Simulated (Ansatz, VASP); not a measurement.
## GaSb in VASP and in Ansatz

The input INCAR:

```
PREC = Accurate
ENCUT = 500
EDIFF = 1E-6
ISMEAR = 0
SIGMA = 0.05
LREAL = False
LASPH = True
NELM = 120
ALGO = Normal
ISIF = 2
LWAVE = False
LCHARG = True
GGA = PE
LELF = True
LVHAR = True
NBANDS = 21
GGA_COMPAT = False
```

KPOINTS

```
regular mesh
0
Gamma
  6 6 6
```

File POSCAR:

```
GaSb
1.0
    0.0000000000      3.0590005565      3.0590005565
    3.0590005565      0.0000000000      3.0590005565
    3.0590005565      3.0590005565      0.0000000000
Ga Sb
1 1
Direct
    0.0000000000      0.0000000000      0.0000000000
    0.7500000000      0.7500000000      0.7500000000
```

Input for Ansatz:

```yaml
crystal:
  lattice:
    - [0.0, 3.0590005565, 3.0590005565]
    - [3.0590005565, 0.0, 3.0590005565]
    - [3.0590005565, 3.0590005565, 0.0]
  atoms:
    - { symbol: Ga, position: [0.0, 0.0, 0.0] }
    - { symbol: Sb, position: [0.75, 0.75, 0.75] }
basis:
  ecutwfc: 420
  ecutrho_ratio: 4
kpoints:
  mp_grid: { grid: [6, 6, 6] }
hamiltonian:
  xc: pbe
scf:
  occupations: { method: gaussian, width: 0.05 }
output:
  forces: true
  stress: true
  eigenvalues: true
```

Alike in both runs: task single point; functional PBE; k mesh 6 × 6 × 6; occupations gaussian, width 0.05 eV; no spin polarisation.

```csv
,VASP,Ansatz
version,VASP 6.6.1,Ansatz 0.2.0
potentials or method,"VASP PAW PBE potentials, release 64 (Ga_d, Sb_d_GW), cutoff 500 eV","scalar-relativistic, plane waves, PAW"
valence electrons in the cell,28,28
```

```tsv
	VASP	Ansatz	Ansatz less VASP
pressure (GPa)	2.4	2.4	0.00
```

Neither program's run includes spin-orbit coupling.
